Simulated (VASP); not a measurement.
# NaCl (R3m) in VASP: notebook

The runs below take NaCl through single point, with PBE, r2SCAN.

Everything below comes from runs of VASP 6.6.1. Logs are shortened: lines on timing, memory, paths and dates and some standing lists are left out, and cuts for length are marked.

## (1) The cell of the first run

The structure is trigonal, space group R3m (No. 160). The conventional cell has a = 4.366 Å, b = 4.366 Å, c = 10.251 Å, α = 90.00°, β = 90.00°, γ = 120.00°. Within 3.5 Å of Na (site symmetry 3m) lie 4 Cl at 2.64 Å. Cl (site symmetry 3m) has 4 Na at 2.64 Å within 3.5 Å.

## (2) Single point, PBE (strain along [111] -4.2%)

INCAR

```
PREC = Accurate ; ENCUT = 520
EDIFF = 1E-6 ; ISMEAR = -1
SIGMA = 0.02 ; LREAL = False
LASPH = True ; NELM = 80
ALGO = Normal ; ISIF = 2
LWAVE = False ; LCHARG = False
GGA = PE ; NBANDS = 14
```

KPOINTS

```
Automatic mesh
0
Gamma
  8 8 8
```

POSCAR

```
NaCl
1.0
   -0.0854145468      3.0018582306      3.0018582306
    3.0018582306     -0.0854145468      3.0018582306
    3.0018582306      3.0018582306     -0.0854145468
Na Cl
1 1
Direct
   -0.0036446919     -0.0036446919     -0.0036446919
    0.2536446919      0.2536446919      0.2536446919
```

Potentials or basis: VASP PAW PBE potentials, release 64 (Na_pv, Cl).

The run is started by

```bash
> cat potpaw_PBE.64/Na_pv/POTCAR potpaw_PBE.64/Cl/POTCAR > POTCAR
> mpirun -np 1 vasp_std > vasp.out
```

OUTCAR:

```text
PREC = Accurate
   ENCUT = 520
   EDIFF = 1E-6
   ISMEAR = -1
   LREAL = False
   LASPH = True
   NELM = 80
   ISIF = 2
   GGA = PE

 ion  position               nearest neighbor table
   1  0.996  0.996  0.996-   2 2.64   2 2.64   2 2.64   2 2.64
   2  0.254  0.254  0.254-   1 2.64   1 2.64   1 2.64   1 2.64

  LATTYP: Found a trigonal (rhomboedric) cell.
 ALAT       =     4.2461278028
 COS(alpha) =     0.4713552988

  Lattice vectors:

 A1 = (  -0.0854145468,   3.0018582306,   3.0018582306)
 A2 = (   3.0018582306,  -0.0854145468,   3.0018582306)
 A3 = (   3.0018582306,   3.0018582306,  -0.0854145468)

Analysis of symmetry for initial positions (statically):
=====================================================================
 Subroutine PRICEL returns:
 Original cell was already a primitive cell.

 Routine SETGRP: Setting up the symmetry group for a
 trigonal (rhombohedral) supercell.

 Subroutine GETGRP returns: Found  6 space group operations
 (whereof  6 operations were pure point group operations)
 out of a pool of 12 trial point group operations.

The static configuration has the point symmetry C_3v.

Analysis of symmetry for dynamics (positions and initial velocities):
=====================================================================
 Subroutine PRICEL returns:
 Original cell was already a primitive cell.

 Routine SETGRP: Setting up the symmetry group for a
 trigonal (rhombohedral) supercell.

 Subroutine GETGRP returns: Found  6 space group operations
 (whereof  6 operations were pure point group operations)
 out of a pool of 12 trial point group operations.

The dynamic configuration has the point symmetry C_3v.

 Subroutine INISYM returns: Found  6 space group operations
 (whereof  6 operations are pure point group operations),
 and found     1 'primitive' translations

----------------------------------------------------------------------------------------

                                     Primitive cell

  volume of cell :      56.4088

  direct lattice vectors                    reciprocal lattice vectors
    -0.085414547  3.001858231  3.001858231    -0.159617857  0.164292621  0.164292621
     3.001858231 -0.085414547  3.001858231     0.164292621 -0.159617857  0.164292621
     3.001858231  3.001858231 -0.085414547     0.164292621  0.164292621 -0.159617857

  length of vectors
     4.246127803  4.246127803  4.246127803     0.281890033  0.281890033  0.281890033

  position of ions in fractional coordinates (direct lattice)
     0.996355308  0.996355308  0.996355308
     0.253644692  0.253644692  0.253644692

  ion indices of the primitive-cell ions
   primitive index   ion index
                 1           1
                 2           2

----------------------------------------------------------------------------------------

 KPOINTS: Automatic mesh

Automatic generation of k-mesh.
 Grid dimensions read from file:
 generate k-points for:    8    8    8

 Generating k-lattice:

  Cartesian coordinates                     Fractional coordinates (reciprocal lattice)
    -0.019952232  0.020536578  0.020536578     0.125000000  0.000000000 -0.000000000
     0.020536578 -0.019952232  0.020536578     0.000000000  0.125000000 -0.000000000
     0.020536578  0.020536578 -0.019952232     0.000000000  0.000000000  0.125000000

  Length of vectors
     0.035236254  0.035236254  0.035236254

  Shift w.r.t. Gamma in fractional coordinates (k-lattice)
     0.000000000  0.000000000  0.000000000

 Subroutine IBZKPT returns following result:
 ===========================================

 Found     65 irreducible k-points:

 Following reciprocal coordinates:
            Coordinates               Weight
  0.000000  0.000000  0.000000      1.000000
  0.125000  0.000000  0.000000      6.000000
  0.250000  0.000000  0.000000      6.000000
  0.375000  0.000000 -0.000000      6.000000
  0.500000  0.000000  0.000000      3.000000
  0.125000  0.125000  0.000000      6.000000
[... 16 lines left out ...]
  0.250000  0.125000  0.125000      6.000000
  0.375000  0.125000  0.125000      6.000000
 [... further k-points ...]
   k-points           NKPTS =     65   k-points in BZ     NKDIM =     65   number of bands    NBANDS=     14
   number of dos      NEDOS =    301   number of ions     NIONS =      2
   total plane-waves  NPLWV =  32768
   dimension x,y,z NGX =    32 NGY =   32 NGZ =   32
   dimension x,y,z NGXF=    64 NGYF=   64 NGZF=   64
   ions per type =               1   1
   NGX,Y,Z   is equivalent  to a cutoff of  12.53, 12.53, 12.53 a.u.
   NGXF,Y,Z  is equivalent  to a cutoff of  25.06, 25.06, 25.06 a.u.
 SYSTEM =  unknown system
   PREC   = accura    normal or accurate (medium, high low for compatibility)
   ISTART =      0    job   : 0-new  1-cont  2-samecut
   ICHARG =      2    charge: 1-file 2-atom 10-const
   ISPIN  =      1    spin polarized calculation?
   LNONCOLLINEAR =      F non collinear calculations
   LSORBIT =      F    spin-orbit coupling
   LASPH  =      T    aspherical Exc in radial PAW
   ENCUT  =  520.0 eV  38.22 Ry    6.18 a.u.   7.89  7.89  7.89*2*pi/ulx,y,z
   NELM   =     80;   NELMIN=  2; NELMDL= -5     # of ELM steps
   EDIFF  = 0.1E-05   stopping-criterion for ELM
   LREAL  =      F    real-space projection
   EDIFFG = 0.1E-04   stopping-criterion for IOM
   NSW    =      0    number of steps for IOM
   IBRION =     -1    ionic relax: 0-MD 1-quasi-New 2-CG
   NFREE  =      0    steps in history (QN), initial steepest desc. (CG)
   ISIF   =      2    stress and relaxation
   ISYM   =      2    0-nonsym 1-usesym 2-fastsym
   POTIM  = 0.5000    time-step for ionic-motion
   TEBEG  =    0.0;   TEEND  =   0.0 temperature during run
   PSTRESS=    0.0 pullay stress
   NELECT =      14.0000    total number of electrons
   NUPDOWN=      -1.0000    fix difference up-down
   EMIN   =  10.00;   EMAX   =-10.00  energy-range for DOS
   EFERMI =   0.00;   METHOD = LEGACY
   ISMEAR =    -1;   SIGMA  =   0.02  broadening in eV -4-tet -1-fermi 0-gaus
   EFERMI_NEDOS =   21; number of points for ismear=-14 and -15
   IALGO  =     38    algorithm
   IMIX   =      4    mixing-type and parameters
     AMIX     =   0.40;   BMIX     =  1.00
     AMIX_MAG =   1.60;   BMIX_MAG =  1.00
  volume/ion in A,a.u.               =      28.20       190.33
  Fermi-wavevector in a.u.,A,eV,Ry     =   1.028810  1.944169 14.401084  1.058450
  Thomas-Fermi vector in A             =   2.162825
   LORBIT       =      0    0 simple, 1 ext, 2 COOP (PROOUT), +10 PAW based schemes
   GGA     = PE    functional components
   LHFCALC =     F    Hartree Fock is set to
   AEXX    =    0.0000 exact exchange contribution
   IVDW    =     0    specifies the selected vdW correction
   LEPSILON=     F    determine dielectric tensor
   LRPA    =     F    only Hartree local field effects (RPA)
 non-spin polarized calculation
  energy-cutoff  :      520.00
  volume of cell :       56.41
 maximum number of plane-waves:      1548
   NGX = 15   NGY = 15   NGZ = 15

 number of electron      13.9999997 magnetization

 Free energy of the ion-electron system (eV)
  ---------------------------------------------------
  ext. energy  EPLUGINS =         0.00000000
  ---------------------------------------------------
  free energy    TOTEN  =        -6.61827317 eV

  energy without entropy =       -6.61827317  energy(sigma->0) =       -6.61827317

 E-fermi :  -1.6552     XC(G=0):  -7.0170

 val. band max:       -2.1533352496   @ k =   0.0000   0.0000   0.0000
 cond. band min:       2.8069332262   @ k =   0.0000   0.0000   0.0000
 fundamental gap:      4.9602684757
 Fermi energy:        -1.6552386250

 k-point     1 :       0.0000    0.0000    0.0000
  band No.  band energies     occupation
      1     -22.7374      2.00000
      2     -22.7329      2.00000
      3     -22.7329      2.00000
      4     -14.3963      2.00000
      5      -2.2617      2.00000
      6      -2.2617      2.00000
      7      -2.1533      2.00000
      8       2.8069      0.00000
      9       8.9672      0.00000
     10       8.9672      0.00000
     11       9.4645      0.00000
     12      10.9053      0.00000
     13      10.9053      0.00000
     14      13.3945      0.00000

 k-point     2 :       0.1250    0.0000    0.0000
  band No.  band energies     occupation
      1     -22.7382      2.00000
      2     -22.7349      2.00000
      3     -22.7331      2.00000
      4     -14.3730      2.00000
      5      -2.4570      2.00000
      6      -2.2723      2.00000
      7      -2.1794      2.00000
      8       3.1759      0.00000
      9       8.6414      0.00000
     10       9.0595      0.00000
     11       9.5151      0.00000
     12      10.5259      0.00000
     13      10.6189      0.00000
     14      12.7369      0.00000

 k-point     3 :       0.2500    0.0000    0.0000
  band No.  band energies     occupation
      1     -22.7429      2.00000
      2     -22.7372      2.00000
      3     -22.7337      2.00000
      4     -14.3160      2.00000
      5      -2.8780      2.00000
      6      -2.2974      2.00000
      7      -2.2202      2.00000
      8       4.0446      0.00000
      9       7.9197      0.00000
     10       8.9368      0.00000
     11       9.3056      0.00000
     12      10.5873      0.00000
     13      10.8732      0.00000
     14      12.0714      0.00000
[... 324 lines left out ...]
 k-point    23 :       0.2500    0.1250    0.1250
  band No.  band energies     occupation
      1     -22.7427      2.00000
      2     -22.7351      2.00000
      3     -22.7334      2.00000
      4     -14.3343      2.00000
      5      -2.6525      2.00000
      6      -2.3240      2.00000
      7      -2.2747      2.00000
      8       3.7329      0.00000
      9       8.4088      0.00000
     10       9.0088      0.00000
     11       9.3707      0.00000
     12       9.6337      0.00000
     13      10.9832      0.00000
     14      13.0838      0.00000

 k-point    24 :       0.3750    0.1250    0.1250
  band No.  band energies     occupation
      1     -22.7469      2.00000
      2     -22.7378      2.00000
      3     -22.7339      2.00000
      4     -14.2770      2.00000
      5      -3.0155      2.00000
      6      -2.3836      2.00000
      7      -2.3002      2.00000
      8       4.6400      0.00000
      9       7.6192      0.00000
     10       8.5962      0.00000
     11       8.9663      0.00000
     12      10.1594      0.00000
     13      12.0144      0.00000
     14      12.8652      0.00000

 [... further k-points ...]

------------------------ aborting loop because EDIFF is reached ----------------------------------------

  FORCE on cell =-STRESS in cart. coord.  units (eV):
  Direction    XX          YY          ZZ          XY          YZ          ZX
  --------------------------------------------------------------------------------------
  -------------------------------------------------------------------------------------
  Total        0.5556041      0.5556041      0.5556041      0.0377037      0.0377037      0.0377037
  in kB       15.7807962     15.7807962     15.7807962      1.0708960      1.0708960      1.0708960
  external PRESSURE =      15.7807962 kB  Pullay stress =       0.0000000 kB

 VOLUME and BASIS-vectors are now :
 -----------------------------------------------------------------------------
  energy-cutoff  :      520.00
  volume of cell :       56.41
      direct lattice vectors                 reciprocal lattice vectors
    -0.085414547  3.001858231  3.001858231    -0.159617857  0.164292621  0.164292621
     3.001858231 -0.085414547  3.001858231     0.164292621 -0.159617857  0.164292621
     3.001858231  3.001858231 -0.085414547     0.164292621  0.164292621 -0.159617857

 POSITION                                       TOTAL-FORCE (eV/Angst)
 -----------------------------------------------------------------------------------
      5.89673      5.89673      5.89673        -0.002116     -0.002116     -0.002116
      1.50115      1.50115      1.50115         0.002116      0.002116      0.002116
 -----------------------------------------------------------------------------------
    total drift:                               -0.000394     -0.000394     -0.000395

  FREE ENERGIE OF THE ION-ELECTRON SYSTEM (eV)
  ---------------------------------------------------
  free  energy   TOTEN  =        -6.6182731661 eV

  energy  without entropy=       -6.6182731661  energy(sigma->0) =       -6.61827317
```

It took 70 s on 1 thread of Intel Xeon 8259CL, shared host; peak memory 0.19 GiB.

What came out:

```
Free energy            : -6.6183 eV
Pressure               : 1.6 GPa
Largest force          : 0.004 eV/Å
Band gap on the k mesh : 4.96 eV
```

Forces on the atoms (eV/Å):
```
Na  -0.002 -0.002 -0.002
Cl   0.002  0.002  0.002
```

Stress tensor (GPa, compression positive):
```
1.58 0.11 0.11
0.11 1.58 0.11
0.11 0.11 1.58
```

Levels at points of the mesh, in eV from the valence-band top:
| k point | band 5 | band 6 | band 7 | band 8 | band 9 | band 10 |
| --- | --- | --- | --- | --- | --- | --- |
| (0.00, 0.00, 0.00) | -0.11 | -0.11 | 0.00 | 4.96 | 11.12 | 11.12 |
| (0.50, 0.00, 0.00) | -1.22 | -0.18 | -0.12 | 7.63 | 8.97 | 10.57 |
| (0.50, 0.50, 0.00) | -1.11 | -0.44 | -0.34 | 6.99 | 9.07 | 10.85 |
| (0.50, 0.50, 0.50) | -1.18 | -0.23 | -0.23 | 7.64 | 9.20 | 10.49 |

Caveat: the cell differs from its parent crystal (strain along [111] -4.2%). A k mesh can miss the band edges.

## (3) Single point, r2SCAN (strain along [111] -4.2%)

POSCAR is that of step 2.

INCAR.step1

```
SYSTEM = NaCl
PREC = Accurate
ENCUT = 520
ISMEAR = 0
SIGMA = 0.01
LREAL = .FALSE.
LASPH = .TRUE.
NELM = 100
NBANDS = 14
GGA = PE
ALGO = Normal
EDIFF = 1E-4
LWAVE = .TRUE.
LCHARG = .FALSE.
```

INCAR.step2

```
SYSTEM = NaCl
PREC = Accurate
ENCUT = 520
EDIFF = 1E-6
ISMEAR = 0
SIGMA = 0.01
LREAL = .FALSE.
LASPH = .TRUE.
NELM = 100
ALGO = Normal
ISIF = 2
LWAVE = .FALSE.
LCHARG = .FALSE.
METAGGA = R2SCAN
LMIXTAU = .TRUE.
NBANDS = 14
ISTART = 1
```

KPOINTS

```
Automatic mesh
0
G
  8 8 8
  0 0 0
```

Potentials or basis: VASP PAW PBE potentials, release 64 (Na_pv, Cl).

The run is started by

```bash
> cat potpaw_PBE.64/Na_pv/POTCAR potpaw_PBE.64/Cl/POTCAR > POTCAR
> cp INCAR.step1 INCAR
> mpirun -np 1 vasp_std > vasp.out
> cp INCAR.step2 INCAR
> mpirun -np 1 vasp_std > vasp.out
```

It took 2.8 min on 1 thread of Intel Xeon 8259CL, shared host; peak memory 0.2 GiB.

The run converged. Its results:

| Item | Value |
| --- | --- |
| Free energy | -13.5549 eV |
| Pressure | 0.7 GPa |
| Largest force | 0.008 eV/Å |
| Band gap on the k mesh | 5.58 eV |

Forces on the atoms (eV/Å):
```
Na   0.005  0.005  0.005
Cl  -0.005 -0.005 -0.005
```

Stress tensor (GPa, compression positive):
```
0.74 0.10 0.10
0.10 0.74 0.10
0.10 0.10 0.74
```

Levels at points of the mesh, in eV from the valence-band top:
```
           k point  band 4  band 5  band 6  band 7  band 8  band 9  band 10  band 11
(0.00, 0.00, 0.00)  -12.79   -0.11   -0.11    0.00    5.58   11.95    11.95    12.48
(0.50, 0.00, 0.00)  -12.63   -1.20   -0.18   -0.12    8.38    9.53    11.26    11.65
(0.50, 0.50, 0.00)  -12.57   -1.09   -0.45   -0.34    7.43    9.79    11.84    14.13
(0.50, 0.50, 0.50)  -12.61   -1.17   -0.23   -0.23    8.40    9.73    11.18    11.18
```

Caveat: the cell differs from its parent crystal (strain along [111] -4.2%); the PAW data sets were made with another functional, which shifts forces and pressure a little.
